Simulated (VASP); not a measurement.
Write the native input for VASP 6.6.1 that does the following.

```yaml
Task: single point
Functional: r2SCAN
Potentials_or_basis: VASP PAW PBE potentials, release 64 (Mo_sv)
Cutoff: 520 eV
k_mesh: 18 × 18 × 18
Occupations: gaussian, width 0.1 eV
Spin: no spin polarisation
Dipole_correction: no
Further_INCAR_settings: ALGO = Normal; EDIFF = 1e-06; NBANDS = 13
```

Crystal: Mo.

```xyz
1
Lattice="-1.5431 1.5431 1.5431 1.5431 -1.5431 1.5431 1.5431 1.5431 -1.5431" Properties=species:S:1:pos:R:3 pbc="T T T"
Mo    0.0000    0.0000    0.0000
```

The input as run:

POSCAR

```
Mo
1.0
   -1.5430792842      1.5430792842      1.5430792842
    1.5430792842     -1.5430792842      1.5430792842
    1.5430792842      1.5430792842     -1.5430792842
Mo
1
Direct
    0.0000000000      0.0000000000      0.0000000000
```

INCAR.step1

```
SYSTEM = Mo
PREC     = Accurate       ! precision mode
ENCUT    = 520            ! plane-wave cutoff, eV
ISMEAR   = 0              ! smearing method
SIGMA    = 0.1            ! smearing width, eV
LREAL    = .False.        ! projectors in reciprocal space
LASPH    = .True.         ! aspherical terms in the spheres
NELM     = 80             ! most SCF steps
NBANDS   = 13             ! bands
GGA      = PE             ! functional
ALGO     = Normal         ! electronic algorithm
EDIFF    = 1E-4           ! SCF threshold, eV
LWAVE    = .True.         ! write WAVECAR
LCHARG   = .False.        ! write CHGCAR
```

INCAR.step2

```
SYSTEM = Mo
PREC     = Accurate       ! precision mode
ENCUT    = 520            ! plane-wave cutoff, eV
EDIFF    = 1E-6           ! SCF threshold, eV
ISMEAR   = 0              ! smearing method
SIGMA    = 0.1            ! smearing width, eV
LREAL    = .False.        ! projectors in reciprocal space
LASPH    = .True.         ! aspherical terms in the spheres
NELM     = 80             ! most SCF steps
ALGO     = Normal         ! electronic algorithm
ISIF     = 2              ! what is computed and relaxed
LWAVE    = .False.        ! write WAVECAR
LCHARG   = .True.         ! write CHGCAR
METAGGA  = R2SCAN         ! meta-GGA
LMIXTAU  = .True.       
LELF     = .True.         ! ELF
LVHAR    = .True.       
NBANDS   = 13             ! bands
ISTART   = 1
```

KPOINTS

```
Automatic mesh
0
Gamma
  18 18 18
  0 0 0
```

Potentials or basis: VASP PAW PBE potentials, release 64 (Mo_sv).

The run is started by

```bash
$ cat potpaw_PBE.64/Mo_sv/POTCAR > POTCAR
$ cp INCAR.step1 INCAR
$ mpirun -np 1 vasp_std > vasp.out
$ cp INCAR.step2 INCAR
$ mpirun -np 1 vasp_std > vasp.out
```

Results of the run:

| Item | Value |
| --- | --- |
| Pressure | 20.6 GPa |
| Band gap on the k mesh | zero (bands 7 and 8 overlap by 6.06 eV) |

Caveat: the cell stands under pressure; the PAW data sets were made with another functional, which shifts forces and pressure a little.

Run time: 70 s on 1 thread of Intel(R) Xeon(R) 6975P-C (Granite Rapids), on a shared host, peak memory 0.15 GiB.
